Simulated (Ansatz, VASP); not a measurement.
Ir in VASP and in Ansatz

```
Ir
1.0
     2.75138    0.00000    0.00000
    -1.37569    2.38276    0.00000
     0.00000    0.00000    4.81927
Ir
2
Direct
  0.66667 0.33333 0.75000
  0.33333 0.66667 0.25000
```

Change from the starting cell: strain +0.000 along x and y, +0.080 along z, atoms carried along.

Alike in both runs: task single point; functional PBE; k mesh 18 × 18 × 12; occupations gaussian, width 0.15 eV; no spin polarisation.

|  | VASP | Ansatz |
| --- | --- | --- |
| version | VASP 6.6.1 | Ansatz 0.2.0 |
| potentials or method | VASP PAW PBE potentials, release 64 (Ir), cutoff 520 eV | scalar-relativistic, plane waves, PAW |
| valence electrons in the cell | 18 | 34 |

Ansatz gave:

| Item | Value |
| --- | --- |
| gap on the k mesh at the Fermi level (eV) | none |
| pressure (GPa) | -20.8 |
| traceless stress, the component that is largest in VASP (GPa) | -12.37 |

Question: Estimate VASP's values.

Answer: gap on the k mesh at the Fermi level (eV): none; pressure (GPa): -20.6; traceless stress, the component that is largest in VASP (GPa): -12.32.

A gap of «none» marks a metal or a gap that the smearing closes. VASP's potentials hold 18 valence electrons a cell and Ansatz's 34, so a difference there can come from the potentials and not from the codes.

Spin-orbit coupling is off throughout.
